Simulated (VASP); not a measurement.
Here is a VASP 6.6.1 calculation.

File INCAR:

```
SYSTEM = TiO2
PREC     = Accurate       ! precision mode
ENCUT    = 520            ! plane-wave cutoff, eV
EDIFF    = 1E-6           ! SCF threshold, eV
ISMEAR   = -1             ! smearing method
SIGMA    = 0.05           ! smearing width, eV
LREAL    = .FALSE.        ! projectors in reciprocal space
LASPH    = .TRUE.         ! aspherical terms in the spheres
NELM     = 60             ! most SCF steps
ALGO     = Normal         ! electronic algorithm
ISIF     = 2              ! what is computed and relaxed
LWAVE    = .FALSE.        ! write WAVECAR
LCHARG   = .FALSE.        ! write CHGCAR
GGA      = PE             ! functional
NBANDS   = 33             ! bands
```

Contents of KPOINTS:

```
Automatic mesh
0
G
  7 7 10
  0 0 0
```

The input POSCAR:

```
TiO2
1.0
    4.5940000000      0.0000000000      0.0000000000
    0.0000000000      4.5940000000      0.0000000000
    0.0000000000      0.0000000000      3.0181800000
Ti O
2 4
Direct
    0.0000000000      0.0000000000      0.0000000000
    0.5000000000      0.5000000000      0.5000000000
    0.3060000000      0.3060000000      0.0000000000
    0.1940000000      0.8060000000      0.5000000000
    0.6940000000      0.6940000000      0.0000000000
    0.8060000000      0.1940000000      0.5000000000
```

Potentials or basis: VASP PAW PBE potentials, release 64 (Ti_sv, O).

Run with:

```sh
$ cat potpaw_PBE.64/Ti_sv/POTCAR potpaw_PBE.64/O/POTCAR > POTCAR
$ mpirun -np 1 vasp_std > vasp.out
```

Q: Predict the pressure.

A: 0.5 GPa.

Q: Predict the largest force.

A: 0.150 eV/Å.

Stress tensor (GPa, compression positive):
```
 2.76  0.00  0.00
 0.00  2.76  0.00
 0.00  0.00 -3.95
```

Caveat: the cell differs from its parent crystal (zz strain of +2 %).
